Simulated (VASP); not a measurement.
# Ge in VASP: a series of runs

Ge is run at these levels: PBEsol; tasks: relaxation of cell and atoms, single point.

Everything below comes from runs of VASP 6.6.1. Logs are shortened: lines on timing, memory, paths and dates and some standing lists are left out, and cuts for length are marked.

### Step 1. The cell of the first run

Symmetry: I4_1/amd, No. 141, tetragonal system. Conventional cell: a = 5.149 Å, b = 5.149 Å, c = 2.795 Å, α = 90.00°, β = 90.00°, γ = 90.00°. Ge (site symmetry -4m2) has 10 Ge at 2.67 to 3.32 Å within 3.5 Å.

### Step 2. Relaxation of cell and atoms, PBEsol, target pressure 30 GPa, at which the enthalpy is minimised

Contents of INCAR:

```
SYSTEM = Ge
ALGO = Normal ; EDIFF = 1E-6
EDIFFG = -0.005 ; ENCUT = 600
GGA = PS ; IBRION = 2
ISIF = 3 ; ISMEAR = -1
LASPH = .TRUE. ; LCHARG = .FALSE.
LREAL = .FALSE. ; LWAVE = .FALSE.
NELM = 60 ; NSW = 80
PREC = Accurate ; PSTRESS = 300.0
SIGMA = 0.05
```

Contents of KPOINTS:

```
k-points
0
G
  11 11 11
  0 0 0
```

Contents of POSCAR:

```
Ge
1.0
   -2.5744897190      2.5744897190      1.3974126432
    2.5744897190     -2.5744897190      1.3974126432
    2.5744897190      2.5744897190     -1.3974126432
Ge
2
Direct
    0.5000000000      0.5000000000      0.0000000000
    0.2500000000      0.7500000000      0.5000000000
```

Potentials or basis: VASP PAW PBE potentials, release 64 (Ge_d).

Run with:

```
> cat potpaw_PBE.64/Ge_d/POTCAR > POTCAR
> mpirun -np 1 vasp_std > vasp.out
```

OUTCAR:

```text
SYSTEM = Ge
   EDIFF = 1E-6
   EDIFFG = -0.005
   ENCUT = 600
   GGA = PS
   IBRION = 2
   ISIF = 3
   ISMEAR = -1
   LASPH = .TRUE.
   LREAL = .FALSE.
   NELM = 60
   NSW = 80
   PREC = Accurate
   PSTRESS = 300.0

 ion  position               nearest neighbor table
   1  0.500  0.500  0.000-   2 2.67   2 2.67   2 2.67   2 2.67
   2  0.250  0.750  0.500-   1 2.67   1 2.67   1 2.67   1 2.67

  LATTYP: Found a body centered tetragonal cell.
 ALAT       =     5.1489794380
 C/A-ratio  =     0.5427920853

  Lattice vectors:

 A1 = (  -2.5744897190,   2.5744897190,   1.3974126432)
 A2 = (   2.5744897190,  -2.5744897190,   1.3974126432)
 A3 = (   2.5744897190,   2.5744897190,  -1.3974126432)

Analysis of symmetry for initial positions (statically):
=====================================================================
 Subroutine PRICEL returns:
 Original cell was already a primitive cell.

 Routine SETGRP: Setting up the symmetry group for a
 body centered tetragonal supercell.

 Subroutine GETGRP returns: Found 16 space group operations
 (whereof  8 operations were pure point group operations)
 out of a pool of 16 trial point group operations.

The static configuration has the point symmetry D_2d.
 The point group associated with its full space group is D_4h.

Analysis of symmetry for dynamics (positions and initial velocities):
=====================================================================
 Subroutine PRICEL returns:
 Original cell was already a primitive cell.

 Routine SETGRP: Setting up the symmetry group for a
 body centered tetragonal supercell.

 Subroutine GETGRP returns: Found 16 space group operations
 (whereof  8 operations were pure point group operations)
 out of a pool of 16 trial point group operations.

The dynamic configuration has the point symmetry D_2d.
 The point group associated with its full space group is D_4h.

 Subroutine INISYM returns: Found 16 space group operations
 (whereof  8 operations are pure point group operations),
 and found     1 'primitive' translations

----------------------------------------------------------------------------------------

                                     Primitive cell

  volume of cell :      37.0482

  direct lattice vectors                    reciprocal lattice vectors
    -2.574489719  2.574489719  1.397412643     0.000000000  0.194213244  0.357804119
     2.574489719 -2.574489719  1.397412643     0.194213244  0.000000000  0.357804119
     2.574489719  2.574489719 -1.397412643     0.194213244  0.194213244  0.000000000

  length of vectors
     3.899840602  3.899840602  3.899840602     0.407114937  0.407114937  0.274659004

  position of ions in fractional coordinates (direct lattice)
     0.500000000  0.500000000  0.000000000
     0.250000000  0.750000000  0.500000000

  ion indices of the primitive-cell ions
   primitive index   ion index
                 1           1
                 2           2

----------------------------------------------------------------------------------------

 KPOINTS: k-points

Automatic generation of k-mesh.
 Grid dimensions read from file:
 generate k-points for:   11   11   11

 Generating k-lattice:

  Cartesian coordinates                     Fractional coordinates (reciprocal lattice)
     0.000000000  0.017655749  0.032527647     0.090909091 -0.000000000  0.000000000
     0.017655749  0.000000000  0.032527647    -0.000000000  0.090909091  0.000000000
     0.017655749  0.017655749  0.000000000     0.000000000  0.000000000  0.090909091

  Length of vectors
     0.037010449  0.037010449  0.024969000

  Shift w.r.t. Gamma in fractional coordinates (k-lattice)
     0.000000000  0.000000000  0.000000000

 Subroutine IBZKPT returns following result:
 ===========================================

 Found    126 irreducible k-points:

 Following reciprocal coordinates:
            Coordinates               Weight
  0.000000  0.000000  0.000000      1.000000
  0.090909  0.000000 -0.000000      8.000000
  0.181818  0.000000 -0.000000      8.000000
  0.272727  0.000000  0.000000      8.000000
  0.363636  0.000000 -0.000000      8.000000
  0.454545  0.000000 -0.000000      8.000000
[... 16 lines left out ...]
 -0.272727  0.181818  0.000000     16.000000
 -0.181818  0.181818  0.000000      4.000000
 [... further k-points ...]
   k-points           NKPTS =    126   k-points in BZ     NKDIM =    126   number of bands    NBANDS=     18
   number of dos      NEDOS =    301   number of ions     NIONS =      2
   total plane-waves  NPLWV =  32768
   dimension x,y,z NGX =    32 NGY =   32 NGZ =   32
   dimension x,y,z NGXF=    64 NGYF=   64 NGZF=   64
   ions per type =               2
   NGX,Y,Z   is equivalent  to a cutoff of  13.64, 13.64, 13.64 a.u.
   NGXF,Y,Z  is equivalent  to a cutoff of  27.28, 27.28, 27.28 a.u.
 SYSTEM =  Ge
   PREC   = accura    normal or accurate (medium, high low for compatibility)
   ISTART =      0    job   : 0-new  1-cont  2-samecut
   ICHARG =      2    charge: 1-file 2-atom 10-const
   ISPIN  =      1    spin polarized calculation?
   LNONCOLLINEAR =      F non collinear calculations
   LSORBIT =      F    spin-orbit coupling
   LASPH  =      T    aspherical Exc in radial PAW
   ENCUT  =  600.0 eV  44.10 Ry    6.64 a.u.   7.79  7.79  7.79*2*pi/ulx,y,z
   NELM   =     60;   NELMIN=  2; NELMDL= -5     # of ELM steps
   EDIFF  = 0.1E-05   stopping-criterion for ELM
   LREAL  =      F    real-space projection
   EDIFFG = -.5E-02   stopping-criterion for IOM
   NSW    =     80    number of steps for IOM
   IBRION =      2    ionic relax: 0-MD 1-quasi-New 2-CG
   NFREE  =      1    steps in history (QN), initial steepest desc. (CG)
   ISIF   =      3    stress and relaxation
   ISYM   =      2    0-nonsym 1-usesym 2-fastsym
   POTIM  = 0.5000    time-step for ionic-motion
   TEBEG  =    0.0;   TEEND  =   0.0 temperature during run
   PSTRESS=  300.0 pullay stress
   NELECT =      28.0000    total number of electrons
   NUPDOWN=      -1.0000    fix difference up-down
   EMIN   =  10.00;   EMAX   =-10.00  energy-range for DOS
   EFERMI =   0.00;   METHOD = LEGACY
   ISMEAR =    -1;   SIGMA  =   0.05  broadening in eV -4-tet -1-fermi 0-gaus
   EFERMI_NEDOS =   21; number of points for ismear=-14 and -15
   IALGO  =     38    algorithm
   IMIX   =      4    mixing-type and parameters
     AMIX     =   0.40;   BMIX     =  1.00
     AMIX_MAG =   1.60;   BMIX_MAG =  1.00
  volume/ion in A,a.u.               =      18.52       125.01
  Fermi-wavevector in a.u.,A,eV,Ry     =   1.491209  2.817976 30.255333  2.223704
  Thomas-Fermi vector in A             =   2.603893
   LORBIT       =      0    0 simple, 1 ext, 2 COOP (PROOUT), +10 PAW based schemes
   GGA     = PS    functional components
   LHFCALC =     F    Hartree Fock is set to
   AEXX    =    0.0000 exact exchange contribution
   IVDW    =     0    specifies the selected vdW correction
   LEPSILON=     F    determine dielectric tensor
   LRPA    =     F    only Hartree local field effects (RPA)
 conjugate gradient relaxation of ions
 non-spin polarized calculation
  energy-cutoff  :      600.00
  volume of cell :       37.05
 maximum number of plane-waves:      1258
   NGX = 15   NGY = 15   NGZ = 15

--------------------------------------- Ionic step        1  -------------------------------------------

 number of electron      28.0000000 magnetization

 Free energy of the ion-electron system (eV)
  ---------------------------------------------------
  ext. energy  EPLUGINS =         0.00000000
  ---------------------------------------------------
  free energy    TOTEN  =        -9.54139188 eV

  energy without entropy =       -9.53336297  energy(sigma->0) =       -9.53737743

------------------------ aborting loop because EDIFF is reached ----------------------------------------

  FORCE on cell =-STRESS in cart. coord.  units (eV):
  Direction    XX          YY          ZZ          XY          YZ          ZX
  --------------------------------------------------------------------------------------
  -------------------------------------------------------------------------------------
  Total       -0.1298213     -0.1298213     -0.1844647      0.0000000      0.0000000      0.0000000
  in kB       -5.6142236     -5.6142236     -7.9773159      0.0000000      0.0000000      0.0000000
  external PRESSURE =    -306.4019210 kB  Pullay stress =     300.0000000 kB
[... 25 lines left out ...]
--------------------------------------- Ionic step        2  -------------------------------------------

 number of electron      28.0000002 magnetization

 E-fermi :  15.0303     XC(G=0): -14.6648

 val. band max:       15.0247054398   @ k =  -0.1818  -0.1818   0.0909
 cond. band min:      15.0619771626   @ k =   0.4545   0.3636  -0.0000
 fundamental gap:      0.0372717228
 Fermi energy:        15.0302569312

 k-point     1 :       0.0000    0.0000    0.0000
  band No.  band energies     occupation
      1     -11.3295      2.00000
      2     -11.1525      2.00000
      3     -11.0936      2.00000
      4     -11.0403      2.00000
      5     -10.4891      2.00000
      6     -10.4891      2.00000
[... 481 lines left out ...]
      5     -10.5253      2.00000
      6     -10.4587      2.00000
[... 10 lines left out ...]
     17      24.0002      0.00000
     18      27.8518      0.00000

 [... further k-points ...]
[... 5 lines left out ...]
  --------------------------------------------------------------------------------------
  -------------------------------------------------------------------------------------
  Total       20.9512036     20.9512036     20.6059016      0.0000000      0.0000000      0.0000000
  in kB     1589.7782014   1589.7782014   1563.5766738      0.0000000      0.0000000      0.0000000
  external PRESSURE =    1281.0443588 kB  Pullay stress =     300.0000000 kB
[... 59 lines left out ...]
  energy  without entropy=       -9.0793394528  energy(sigma->0) =       -9.08224343

  enthalpy is  TOTEN    =        -3.4799757066 eV   P V=        5.6051717057

[... ionic steps 4 to 8 ...]

--------------------------------------- Ionic step        9  -------------------------------------------

 number of electron      27.9999987 magnetization

------------------------ aborting loop because EDIFF is reached ----------------------------------------
[... 71 lines left out ...]
--------------------------------------- Ionic step       11  -------------------------------------------

 number of electron      27.9999987 magnetization

 Free energy of the ion-electron system (eV)
  ---------------------------------------------------
  ext. energy  EPLUGINS =         0.00000000
  ---------------------------------------------------
  free energy    TOTEN  =        -8.98167134 eV

  energy without entropy =       -8.97555871  energy(sigma->0) =       -8.97861502

 E-fermi :   9.6220     XC(G=0): -12.7064

 val. band max:        9.6155987103   @ k =  -0.4545   0.1818   0.0909
 cond. band min:       9.6229161523   @ k =   0.2727   0.0000   0.0000
 fundamental gap:      0.0073174421
 Fermi energy:         9.6219540004

 k-point     1 :       0.0000    0.0000    0.0000
  band No.  band energies     occupation
      1     -15.4817      2.00000
      2     -15.3937      2.00000
      3     -15.3627      2.00000
      4     -15.3478      2.00000
      5     -15.1235      2.00000
      6     -15.1235      2.00000
[... 481 lines left out ...]
      5     -15.1390      2.00000
      6     -15.1099      2.00000
[... 10 lines left out ...]
     17      16.7423      0.00000
     18      19.6084      0.00000

 [... further k-points ...]
[... 5 lines left out ...]
  --------------------------------------------------------------------------------------
  -------------------------------------------------------------------------------------
  Total        5.4983652      5.4983652      5.4991492      0.0000000      0.0000000      0.0000000
  in kB      300.2425265    300.2425265    300.2853358      0.0000000      0.0000000      0.0000000
  external PRESSURE =       0.2567963 kB  Pullay stress =     300.0000000 kB
[... 21 lines left out ...]
  energy  without entropy=       -8.9755587053  energy(sigma->0) =       -8.97861502

  enthalpy is  TOTEN    =        -3.4877475162 eV   P V=        5.4939238220

 reached required accuracy - stopping structural energy minimisation
```

It took 3.6 min on 1 thread of Intel Xeon 6975P-C (Granite Rapids), shared host; peak memory 0.24 GiB.

What came out:

- Free energy: -8.9817 eV
- Relaxed volume: 14.67 Å³/atom
- Relaxed cell: a = 3.612 Å, b = 3.612 Å, c = 3.612 Å, α = 97.31°, β = 97.31°, γ = 138.21°
- Space group after relaxing (to 0.1 Å): I4_1/amd (No. 141)
- Energy change on relaxing (the run minimises the enthalpy): +279.9 meV/atom
- Ionic steps: 11
- Pressure after relaxing: 30.0 GPa
- Band gap on the k mesh: zero (bands 14 and 15 overlap by 6.42 eV)

The path:
```tsv
step	energy change (eV)	largest force (eV/Å)	pressure (GPa)	volume (Å³)
1	0.0000	0.0000	-0.64	37.05
2	4.5934	0.0000	158.10	21.11
3	0.4562	0.0000	26.04	29.93
4	0.5267	0.0000	28.65	29.52
5	0.5644	0.0000	30.11	29.32
6	0.5644	0.0000	30.11	29.32
7	0.5645	0.0000	30.16	29.32
8	0.5646	0.0000	30.14	29.31
9	0.5645	0.0000	30.16	29.32
10	0.5536	0.0000	29.67	29.37
11	0.5597	0.0000	30.03	29.34
```

Final structure:
```
Ge
1.0
    -2.38622    2.38622    1.28823
     2.38622   -2.38622    1.28823
     2.38622    2.38622   -1.28823
Ge
2
Direct
  0.50000 0.50000 0.00000
  0.25000 0.75000 0.50000
```

Levels at points of the mesh, in eV from the Fermi level:
```tsv
k point	band 12	band 13	band 14	band 15	band 16	band 17
(0.00, 0.00, 0.00)	-3.38	-3.20	-3.20	2.58	9.13	9.13
```

Caveat: the cell is relaxed towards a set pressure, so the run minimises the enthalpy, not the energy; the volume moved by over 15 % at a fixed basis, so the end points are rough; the PAW data sets were made with another functional, which shifts forces and pressure a little.

(Part 1 of 2 ends here.)
